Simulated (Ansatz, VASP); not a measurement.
One calculation of Na3SF, two programs

```
CELL_PARAMETERS angstrom
-4.45487 0.00493 -0.00113
-0.00115 0.00267 -4.45722
0.01012 -8.90431 0.00544
ATOMIC_POSITIONS crystal
Na 0.50061 0.99939 0.99932
Na 0.49948 0.00047 0.49911
Na 0.00022 0.99818 0.75001
Na 0.00067 0.99992 0.25002
Na 0.00167 0.49992 0.00021
Na 0.99856 0.50041 0.49984
S 0.49983 0.50089 0.75071
S 0.49904 0.50024 0.25060
F 0.00041 0.00013 0.00015
F 0.99951 0.00045 0.50003
```

Change from the starting cell: cell x2, atoms moved at random (sigma 0.05 Å) and cell strained at random (1.5 %), then relaxed without symmetry.

Alike in both runs: functional PBE; k mesh 4 × 4 × 2; occupations gaussian, width 0.1 eV; no spin polarisation.

Ansatz relaxed the structure, and its values are those at the end. VASP's run is a single point on that final structure, the one shown.

|  | VASP | Ansatz |
| --- | --- | --- |
| version | VASP 6.6.1 | Ansatz 0.2.0 |
| potentials or method | VASP PAW PBE potentials, release 64 (Na_pv, S, F), cutoff 520 eV | scalar-relativistic, plane waves, PAW |
| valence electrons in the cell | 68 | 80 |

```csv
,VASP,Ansatz,Ansatz less VASP
gap on the k mesh at the Fermi level (eV),2.34,2.34,+0.001
least direct gap on the mesh (eV),2.46,2.46,+0.002
pressure (GPa),-0.1,0.0,+0.01
rms of the force components (eV/Å),0.003,0.003,+0.0001
```

VASP's potentials hold 68 valence electrons a cell and Ansatz's 80, so a difference there can come from the potentials and not from the codes.
